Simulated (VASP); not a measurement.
Input of a VASP 6.6.1 run:

The input INCAR:

```
  ALGO = Normal
  EDIFF = 1E-6
  ENCUT = 520
  GGA = PE
  ISIF = 2
  ISMEAR = -1
  LASPH = T
  LCHARG = F
  LREAL = Auto
  LWAVE = F
  NBANDS = 58
  NELM = 60
  PREC = Accurate
  SIGMA = 0.05
```

File KPOINTS:

```
k-points
0
Gamma
  1 1 1
```

POSCAR

```
H4C
1.0
    8.6854290000      0.0000000000      0.0000000000
    0.0000000000      8.6854290000      0.0000000000
    0.0000000000      0.0000000000      8.6854290000
C H
8 32
Direct
    0.0594789273      0.7602272726      0.6387018995
    0.1188887734      0.2253544413      0.0102700742
    0.3535922060      0.4279120813      0.4833612709
    0.6257491714      0.4237556947      0.1078818329
    0.8528536702      0.3796473381      0.5645662408
    0.6584015597      0.7679528553      0.7332855982
    0.0962646750      0.7815503414      0.2288430428
    0.5301753086      1.0070544587      0.1320257180
    0.1378285402      0.8005937300      0.5497598334
   -0.0436823558      0.8383005606      0.6219036504
    0.0950787808      0.7508322272      0.7600430560
    0.0045133061      0.6447695330      0.6282476087
    0.2317214268      0.2051712126      0.0838070290
    0.0372347756      0.3230237677      0.0294516252
    0.0439356536      0.1329007468      0.0323184957
    0.1490887785      0.2071975950     -0.1085726451
    0.3980920229      0.3446001343      0.3916904968
    0.4133474581      0.3972515347      0.5934537027
    0.2322280224      0.4353037714      0.5062041265
    0.3797624734      0.5302443898      0.4129675114
    0.5531448130      0.4966594051      0.0269647015
    0.6841688534      0.5002631419      0.1907217249
    0.6984571516      0.3583703234      0.0306029789
    0.5505888080      0.3407200727      0.1527155423
    0.8255205356      0.4290519213      0.4416707569
    0.7658804188      0.4019835980      0.6491677037
    0.9541382469      0.4388614541      0.5981627390
    0.8543158893      0.2584558575      0.5521661624
    0.5384305139      0.7957695584      0.7637273876
    0.6656550874      0.7100858230      0.6189101310
    0.7309022962      0.6870587509      0.8230336118
    0.7310865128      0.8782295037      0.7329401921
    0.1858860397      0.6906279471      0.2280255817
    0.1549146277      0.8808661034      0.1805667861
    0.0647060727      0.7966791278      0.3437251056
   -0.0095447214      0.7580972684      0.1630777248
    0.6296407466      0.9410588700      0.1499177531
    0.5297608213      1.1302262675      0.0949636454
    0.4482104453      0.9917299422      0.2278183380
    0.4727227636      0.9589969592      0.0384206698
```

Potentials or basis: VASP PAW PBE potentials, release 64 (C, H).

Command:

```sh
$ cat potpaw_PBE.64/C/POTCAR potpaw_PBE.64/H/POTCAR > POTCAR
$ mpirun -np 1 vasp_gam > vasp.out
```

Problem. Predict the largest force.

Solution. 3.082 eV/Å.

Problem. Predict the pressure.

Solution. -0.1 GPa.

Problem. Predict the band gap on the k mesh.

Solution. 6.35 eV.

Forces in eV/Å, atoms in the order of the input:
```
C   -2.332 -0.095  0.435
C    1.327  0.189  1.033
C    1.401 -0.865 -1.252
C   -0.304  1.907 -1.844
C   -1.178  1.269 -2.550
C    2.528 -0.441  1.099
C    0.766 -0.614 -1.530
C   -1.977  1.707  0.563
H    0.647 -0.653  0.326
H    0.798 -0.350  0.674
H    0.448  0.911 -0.273
H    0.671  0.367 -0.912
H   -2.051  0.954 -0.896
H    1.302  0.118  0.020
H   -0.825 -1.709  0.593
H    0.225  0.469 -0.760
H   -1.210 -0.083  1.099
H    0.054  0.938 -0.760
H   -0.752 -0.630 -0.253
H    0.514  0.633  1.174
H    0.565 -0.359  0.755
H   -0.051 -0.519 -0.154
H    0.875  0.023 -0.058
H   -1.008 -0.814  1.297
H   -0.062 -0.594  1.898
H   -0.851  0.556  0.264
H    1.281 -0.139  0.449
H    0.754 -1.314 -0.075
H    0.338 -0.342  0.225
H   -0.102  0.377  0.508
H   -1.958  1.457 -1.560
H   -0.952 -1.026 -0.216
H   -0.652 -0.175 -0.291
H   -0.117  0.536  0.030
H   -0.452  0.565  1.663
H    0.400 -0.318 -0.135
H    1.747 -0.174  0.315
H    0.898 -0.662  0.726
H    0.312  0.188  0.112
H   -1.019 -1.288 -1.739
```

Caveat: the k points lie up to 0.72 Å⁻¹ apart.
